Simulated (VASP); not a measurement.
Set up this calculation in VASP 6.6.1, as the native input.

* Task: relaxation of cell and atoms
* Functional: PBE
* Potentials or basis: VASP PAW PBE potentials, release 64 (Se, O)
* Cutoff: 600 eV
* k mesh: 6 × 6 × 6
* Occupations: gaussian, width 0.1 eV
* Spin: no spin polarisation
* Dipole correction: no
* Further INCAR settings: ALGO = Normal; EDIFF = 1e-06; IBRION = 2; EDIFFG = -0.04; NSW = 90; ISIF = 3

The structure of SeO lies in POSCAR:

```
SeO
1.0
    2.8762839660      0.0000000000      0.0000000000
    0.0000000000      2.8762839660      0.0000000000
    0.0000000000      0.0000000000      3.0062739572
Se O
1 1
Direct
    0.5000000000      0.5000000000      0.5000000000
    0.0000000000      0.0000000000      0.0000000000
```

These files were run (other wordings do the same):

INCAR

```
ALGO = Normal
EDIFF = 1E-6
EDIFFG = -0.04
ENCUT = 600
GGA = PE
IBRION = 2
ISIF = 3
ISMEAR = 0
LASPH = T
LCHARG = F
LREAL = F
LWAVE = F
NELM = 80
NSW = 90
PREC = Accurate
SIGMA = 0.1
```

KPOINTS

```
k-points
0
Gamma
  6 6 6
```

Potentials or basis: VASP PAW PBE potentials, release 64 (Se, O).

Launch:

```console
$ cat potpaw_PBE.64/Se/POTCAR potpaw_PBE.64/O/POTCAR > POTCAR
$ mpirun -np 1 vasp_std > vasp.out
```

Results of the run:

| Item | Value |
| --- | --- |
| Relaxed volume | 12.46 Å³/atom |
| Relaxed cell | a = 2.921 Å, b = 2.921 Å, c = 2.920 Å, α = 90.00°, β = 90.00°, γ = 90.00° |
| Space group after relaxing (to 0.1 Å) | Pm-3m (No. 221) |
| Energy gained by relaxing | 5.5 meV/atom |
| Ionic steps | 4 |
| Pressure after relaxing | -0.2 GPa |
| Band gap on the k mesh | zero (bands 6 and 7 overlap by 7.02 eV) |

Caveat: the k points lie up to 0.36 Å⁻¹ apart in the final cell, too coarse for converged energies and pressures of a metal.

Run time: 9.6 s on 1 thread of Intel(R) Xeon(R) 6975P-C (Granite Rapids), with other jobs on the host, peak memory 0.14 GiB.
